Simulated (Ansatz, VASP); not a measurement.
# HfN: VASP beside Ansatz

Contents of INCAR:

```
SYSTEM = HfN
PREC     = Accurate       ! precision mode
ENCUT    = 600            ! plane-wave cutoff, eV
EDIFF    = 1E-6           ! SCF threshold, eV
ISMEAR   = 0              ! smearing method
SIGMA    = 0.05           ! smearing width, eV
LREAL    = .FALSE.        ! projectors in reciprocal space
LASPH    = .TRUE.         ! aspherical terms in the spheres
NELM     = 120            ! most SCF steps
ALGO     = Normal         ! electronic algorithm
ISIF     = 2              ! what is computed and relaxed
LWAVE    = .FALSE.        ! write WAVECAR
LCHARG   = .FALSE.        ! write CHGCAR
GGA      = PE             ! functional
NBANDS   = 14             ! bands
GGA_COMPAT= .FALSE.
```

KPOINTS

```
Automatic mesh
0
G
  10 10 10
  0 0 0
```

The input POSCAR:

```
HfN
1.0
    3.1904658000      0.0000000000      0.0000000000
    1.5952329000      2.7630244327      0.0000000000
    1.5952329000      0.9210081442      2.6050044173
Hf N
1 1
Direct
    0.0000000000      0.0000000000      0.0000000000
    0.5000000000      0.5000000000      0.5000000000
```

Contents of input.yaml:

```yaml
crystal:
  lattice:
    - [3.1904658, 0.0, 0.0]
    - [1.5952329, 2.7630244327, 0.0]
    - [1.5952329, 0.9210081442, 2.6050044173]
  atoms:
    - { symbol: Hf, position: [0.0, 0.0, 0.0] }
    - { symbol: "N", position: [0.5, 0.5, 0.5] }
hamiltonian:
  xc: pbe
  pseudopotentials: { kind: paw }
kpoints:
  mp_grid: { grid: [10, 10, 10] }
scf:
  occupations: { method: gaussian, width: 0.05 }
output:
  forces: true
  stress: true
  eigenvalues: true
```

Alike in both runs: task single point; functional PBE; k mesh 10 × 10 × 10; occupations gaussian, width 0.05 eV; no spin polarisation.

|  | VASP | Ansatz |
| --- | --- | --- |
| version | VASP 6.6.1 | Ansatz 0.2.0 |
| potentials or method | VASP PAW PBE potentials, release 64 (Hf_pv, N) | Ansatz PAW |
| plane-wave cutoff (eV) | 600 | 420 |
| valence electrons in the cell | 15 | 31 |

|  | VASP | Ansatz | Ansatz less VASP |
| --- | --- | --- | --- |
| gap on the k mesh at the Fermi level (eV) | none | none | - |
| pressure (GPa) | 4.1 | 6.6 | +2.50 |

A gap of «none» marks a metal or a gap that the smearing closes. With one functional, cell and mesh, what is left measures potentials, basis and numerics. VASP's potentials hold 15 valence electrons a cell and Ansatz's 31, so a difference there can come from the potentials and not from the codes.

Spin-orbit coupling is off throughout.
